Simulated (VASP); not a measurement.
# Ti (P6_3/mmc) in VASP: elastic constants with LDA

Aim: the elastic constants of Ti with LDA.

Everything below comes from runs of VASP 6.6.1. Logs are shortened: lines on timing, memory, paths and dates and some standing lists are left out, and cuts for length are marked.

## Step 1: The cell of the first run

The structure is hexagonal, space group P6_3/mmc (No. 194). The conventional cell has a = 2.865 Å, b = 2.865 Å, c = 4.546 Å, α = 90.00°, β = 90.00°, γ = 120.00°. Ti (site symmetry -6m2) has 12 Ti at 2.81 to 2.86 Å within 3.7 Å.

## Step 2: Elastic constants, LDA

Contents of INCAR:

```
SYSTEM = Ti
PREC     = Accurate       ! precision mode
ENCUT    = 600            ! plane-wave cutoff, eV
EDIFF    = 1E-8           ! SCF threshold, eV
ISMEAR   = -1             ! smearing method
SIGMA    = 0.15           ! smearing width, eV
LREAL    = .False.        ! projectors in reciprocal space
LASPH    = .True.         ! aspherical terms in the spheres
NELM     = 60             ! most SCF steps
ALGO     = Normal         ! electronic algorithm
ISIF     = 3              ! what is computed and relaxed
LWAVE    = .False.        ! write WAVECAR
LCHARG   = .False.        ! write CHGCAR
GGA      = CA             ! functional
NBANDS   = 19             ! bands
IBRION   = 6              ! ionic algorithm
NFREE    = 2            
POTIM    = 0.015          ! step
NSW      = 1              ! ionic steps
KPAR     = 4
```

Contents of KPOINTS:

```
regular mesh
0
Gamma
  18 18 10
  0 0 0
```

Contents of POSCAR:

```
Ti
1.0
    2.8647335388      0.0000000000      0.0000000000
   -1.4323667694      2.4809320197      0.0000000000
    0.0000000000      0.0000000000      4.5459895020
Ti
2
Direct
    0.3333333333      0.6666666667      0.2500000000
    0.6666666667      0.3333333333      0.7500000000
```

Potentials or basis: VASP PAW LDA potentials, release 64 (Ti_sv).

The run is started by

```bash
cat potpaw_LDA.64/Ti_sv/POTCAR > POTCAR
mpirun -np 4 vasp_std > vasp.out
```

OUTCAR:

```text
SYSTEM = Ti
   PREC = Accurate
   ENCUT = 600
   EDIFF = 1E-8
   ISMEAR = -1
   LREAL = .False.
   LASPH = .True.
   NELM = 60
   ISIF = 3
   GGA = CA
   IBRION = 6
   NFREE = 2
   POTIM = 0.015
   NSW = 1

 ion  position               nearest neighbor table
   1  0.333  0.667  0.250-   2 2.81   2 2.81   2 2.81   2 2.81   2 2.81   2 2.81
   2  0.667  0.333  0.750-   1 2.81   1 2.81   1 2.81   1 2.81   1 2.81   1 2.81

  LATTYP: Found a hexagonal cell.
 ALAT       =     2.8647335388
 C/A-ratio  =     1.5868803993

  Lattice vectors:

 A1 = (   2.8647335388,   0.0000000000,   0.0000000000)
 A2 = (  -1.4323667694,   2.4809320197,   0.0000000000)
 A3 = (   0.0000000000,   0.0000000000,   4.5459895020)

Analysis of symmetry for initial positions (statically):
=====================================================================
 Subroutine PRICEL returns:
 Original cell was already a primitive cell.

 Routine SETGRP: Setting up the symmetry group for a
 hexagonal supercell.

 Subroutine GETGRP returns: Found 24 space group operations
 (whereof 12 operations were pure point group operations)
 out of a pool of 24 trial point group operations.

The static configuration has the point symmetry D_3d.
 The point group associated with its full space group is D_6h.

Analysis of symmetry for dynamics (positions and initial velocities):
=====================================================================
 Subroutine PRICEL returns:
 Original cell was already a primitive cell.

 Routine SETGRP: Setting up the symmetry group for a
 hexagonal supercell.

 Subroutine GETGRP returns: Found 24 space group operations
 (whereof 12 operations were pure point group operations)
 out of a pool of 24 trial point group operations.

The dynamic configuration has the point symmetry D_3d.
 The point group associated with its full space group is D_6h.

 Subroutine INISYM returns: Found 24 space group operations
 (whereof 12 operations are pure point group operations),
 and found     1 'primitive' translations

----------------------------------------------------------------------------------------

                                     Primitive cell

  volume of cell :      32.3093

  direct lattice vectors                    reciprocal lattice vectors
     2.864733539  0.000000000  0.000000000     0.349072605  0.201537163  0.000000000
    -1.432366769  2.480932020  0.000000000     0.000000000  0.403074325  0.000000000
     0.000000000  0.000000000  4.545989502     0.000000000  0.000000000  0.219974111

  length of vectors
     2.864733539  2.864733539  4.545989502     0.403074325  0.403074325  0.219974111

  position of ions in fractional coordinates (direct lattice)
     0.333333333  0.666666667  0.250000000
     0.666666667  0.333333333  0.750000000

  ion indices of the primitive-cell ions
   primitive index   ion index
                 1           1
                 2           2

----------------------------------------------------------------------------------------

 KPOINTS: regular mesh

Automatic generation of k-mesh.
 Grid dimensions read from file:
 generate k-points for:   18   18   10

 Generating k-lattice:

  Cartesian coordinates                     Fractional coordinates (reciprocal lattice)
     0.019392923  0.011196509  0.000000000     0.055555556 -0.000000000  0.000000000
     0.000000000  0.022393018  0.000000000     0.000000000  0.055555556  0.000000000
     0.000000000  0.000000000  0.021997411     0.000000000  0.000000000  0.100000000

  Length of vectors
     0.022393018  0.022393018  0.021997411

  Shift w.r.t. Gamma in fractional coordinates (k-lattice)
     0.000000000  0.000000000  0.000000000

 Subroutine IBZKPT returns following result:
 ===========================================

[... 68 lines left out ...]
  volume/ion in A,a.u.               =      16.15       109.02
  Fermi-wavevector in a.u.,A,eV,Ry     =   1.482641  2.801786 29.908667  2.198225
  Thomas-Fermi vector in A             =   2.596402
   LORBIT       =      0    0 simple, 1 ext, 2 COOP (PROOUT), +10 PAW based schemes
   GGA     = CA    functional components
   LHFCALC =     F    Hartree Fock is set to
   AEXX    =    0.0000 exact exchange contribution
   IVDW    =     0    specifies the selected vdW correction
   LEPSILON=     F    determine dielectric tensor
   LRPA    =     F    only Hartree local field effects (RPA)
 finite differences with symmetry
 non-spin polarized calculation
  energy-cutoff  :      600.00
  volume of cell :       32.31
 maximum number of plane-waves:      1100
 NGX is ok and might be reduce to    24
   NGX = 11   NGY = 11   NGZ = 19

--------------------------------------- Ionic step        1  -------------------------------------------

 number of electron      24.0000004 magnetization

 Free energy of the ion-electron system (eV)
  ---------------------------------------------------
  ext. energy  EPLUGINS =         0.00000000
  ---------------------------------------------------
  free energy    TOTEN  =       -17.18225278 eV

  energy without entropy =      -17.00241269  energy(sigma->0) =      -17.09233273

------------------------ aborting loop because EDIFF is reached ----------------------------------------

  FORCE on cell =-STRESS in cart. coord.  units (eV):
  Direction    XX          YY          ZZ          XY          YZ          ZX
  --------------------------------------------------------------------------------------
  -------------------------------------------------------------------------------------
  Total       -0.0376522     -0.0376522     -0.0315467      0.0000000      0.0000000      0.0000000
  in kB       -1.8671271     -1.8671271     -1.5643603      0.0000000      0.0000000      0.0000000
  external PRESSURE =      -1.7662049 kB  Pullay stress =       0.0000000 kB
[... 89 lines left out ...]
  FREE ENERGIE OF THE ION-ELECTRON SYSTEM (eV)
  ---------------------------------------------------
  free  energy   TOTEN  =       -17.1783144375 eV

  energy  without entropy=      -17.0004801701  energy(sigma->0) =      -17.08939730

[... ionic steps 4 to 14 ...]

--------------------------------------- Ionic step       15  -------------------------------------------

 number of electron      24.0000003 magnetization

------------------------ aborting loop because EDIFF is reached ----------------------------------------
[... 67 lines left out ...]
--------------------------------------- Ionic step       17  -------------------------------------------

 number of electron      24.0000004 magnetization

 Free energy of the ion-electron system (eV)
  ---------------------------------------------------
  ext. energy  EPLUGINS =         0.00000000
  ---------------------------------------------------
  free energy    TOTEN  =       -17.18178043 eV

  energy without entropy =      -17.00203626  energy(sigma->0) =      -17.09190834

 E-fermi :   8.8318     XC(G=0): -12.1342

 val. band max:        8.8302451135   @ k =   0.1667   0.0000   0.1000
 cond. band min:       8.8385037394   @ k =   0.2778   0.2778   0.3000
 fundamental gap:      0.0082586259
 Fermi energy:         8.8318331566

 k-point     1 :       0.0000    0.0000    0.0000
  band No.  band energies     occupation
      1     -47.1564      2.00000
      2     -46.9640      2.00000
      3     -24.2144      2.00000
      4     -23.4082      2.00000
      5     -23.4082      2.00000
      6     -23.2941      2.00000
[... 505 lines left out ...]
      6     -23.6260      2.00000
[... 11 lines left out ...]
     18      12.6770      0.00000
     19      13.5456      0.00000

 [... further k-points ...]

------------------------ aborting loop because EDIFF is reached ----------------------------------------

  FORCE on cell =-STRESS in cart. coord.  units (eV):
  Direction    XX          YY          ZZ          XY          YZ          ZX
  --------------------------------------------------------------------------------------
  -------------------------------------------------------------------------------------
  Total       -0.0363423     -0.0363423     -0.0278698      0.0000000     -0.0000000      0.0000000
  in kB       -1.8021706     -1.8021706     -1.3820305      0.0000000     -0.0000000      0.0000000
  external PRESSURE =      -1.6621239 kB  Pullay stress =       0.0000000 kB
[... 17 lines left out ...]
  FREE ENERGIE OF THE ION-ELECTRON SYSTEM (eV)
  ---------------------------------------------------
  free  energy   TOTEN  =       -17.1817804319 eV

  energy  without entropy=      -17.0020362579  energy(sigma->0) =      -17.09190834

 INTERNAL STRAIN TENSORS FROM STRAINED CELLS
 ============================================

 INTERNAL STRAIN TENSOR FOR ION    1 for displacements in x,y,z  (eV/Angst):
          X           Y           Z          XY          YZ          ZX
  --------------------------------------------------------------------------------
  x     0.00000     0.00000    -0.00000    -2.59952     0.00000    -0.00000
  y    -2.60004     2.59647     0.00000    -0.00023    -0.00007     0.00019
  z    -0.00000     0.00000     0.00000    -0.00000     0.00115     0.00000

 INTERNAL STRAIN TENSORS FROM DISPLACED ATOMS
 ============================================

 INTERNAL STRAIN TENSOR FOR ION    1 for displacements in x,y,z  (eV/Angst):
          X           Y           Z          XY          YZ          ZX
  --------------------------------------------------------------------------------
  x     0.00000     0.00000     0.00000    -2.60430     0.00000     0.00000
  y    -2.60430     2.60430    -0.00000     0.00000     0.00000     0.00000
  z    -0.00000    -0.00000    -0.00000     0.00000     0.00000     0.00000

 INTERNAL STRAIN TENSOR FOR ION    2 for displacements in x,y,z  (eV/Angst):
          X           Y           Z          XY          YZ          ZX
  --------------------------------------------------------------------------------
  x     0.00000     0.00000     0.00000     2.60430     0.00000     0.00000
  y     2.60430    -2.60430     0.00000     0.00000     0.00000     0.00000
  z     0.00000     0.00000     0.00000    -0.00000    -0.00000     0.00000

 Eigenvectors and eigenvalues of the dynamical matrix
 ----------------------------------------------------

   1 f  =    6.550863 THz    41.160283 2PiTHz  218.513254 cm-1    27.092178 meV
             X         Y         Z           dx          dy          dz
     -0.000000  1.653955  1.136497    -0.000000    0.000000   -0.707107
      1.432367  0.826977  3.409492     0.000000    0.000000    0.707107
[... 16 lines left out ...]
   5 f  =    0.000000 THz     0.000000 2PiTHz    0.000000 cm-1     0.000000 meV
             X         Y         Z           dx          dy          dz
     -0.000000  1.653955  1.136497     0.000000   -0.000000    0.707107
      1.432367  0.826977  3.409492    -0.000000    0.000000    0.707107

   6 f/i=    0.000000 THz     0.000000 2PiTHz    0.000000 cm-1     0.000000 meV
             X         Y         Z           dx          dy          dz
     -0.000000  1.653955  1.136497    -0.000000    0.707107    0.000000
      1.432367  0.826977  3.409492    -0.000000    0.707107    0.000000

--------------------------------------------------------------------------------------------------------

 ELASTIC MODULI CONTR FROM IONIC RELAXATION (kBar)
 Direction    XX          YY          ZZ          XY          YZ          ZX
 --------------------------------------------------------------------------------
 XX        -411.0731    411.0731     -0.0000     -0.0000      0.0000      0.0000
 YY         411.0731   -411.0731      0.0000      0.0000     -0.0000      0.0000
 ZZ          -0.0000      0.0000     -0.0000      0.0000      0.0000      0.0000
 XY          -0.0000      0.0000      0.0000   -411.0731     -0.0000      0.0000
 YZ           0.0000     -0.0000      0.0000     -0.0000     -0.0000      0.0000
 ZX           0.0000      0.0000      0.0000      0.0000      0.0000      0.0000
 --------------------------------------------------------------------------------

 TOTAL ELASTIC MODULI (kBar)
 Direction    XX          YY          ZZ          XY          YZ          ZX
 --------------------------------------------------------------------------------
 XX        1511.0466   1225.5292    910.8015     -0.0000      0.0000      0.0000
 YY        1225.5292   1511.0466    910.8015      0.0000      0.0000     -0.0000
 ZZ         910.8015    910.8015   1960.7719      0.0000     -0.0000      0.0000
 XY           0.0000      0.0000      0.0000    142.7587     -0.0000      0.0000
 YZ          -0.0000     -0.0000     -0.0000     -0.0000    295.2573      0.0000
 ZX          -0.0000     -0.0000      0.0000      0.0000      0.0000    295.2574
 --------------------------------------------------------------------------------
```

It took 43 min on 4 MPI ranks of Oxide Virtual Turin-like, shared host; peak memory 0.99 GiB.

Results:

- Voigt bulk modulus: 123 GPa
- Highest phonon frequency at Γ: 219 cm⁻¹

Phonon frequencies in cm⁻¹ (negative: imaginary):
```
              q point      frequencies
(0.000, 0.000, 0.000)  0 0 0 96 96 219
```

Elastic tensor in Voigt notation (GPa, in the Cartesian axes of the cell as first typed):
```
151 123  91   0   0   0
123 151  91   0   0   0
 91  91 196   0   0   0
  0   0   0  30   0   0
  0   0   0   0  30   0
  0   0   0   0   0  14
```

Clamped-ion elastic tensor (GPa):
```
192  81  91   0   0   0
 81 192  91   0   0   0
 91  91 196   0   0   0
  0   0   0  30   0   0
  0   0   0   0  30   0
  0   0   0   0   0  55
```
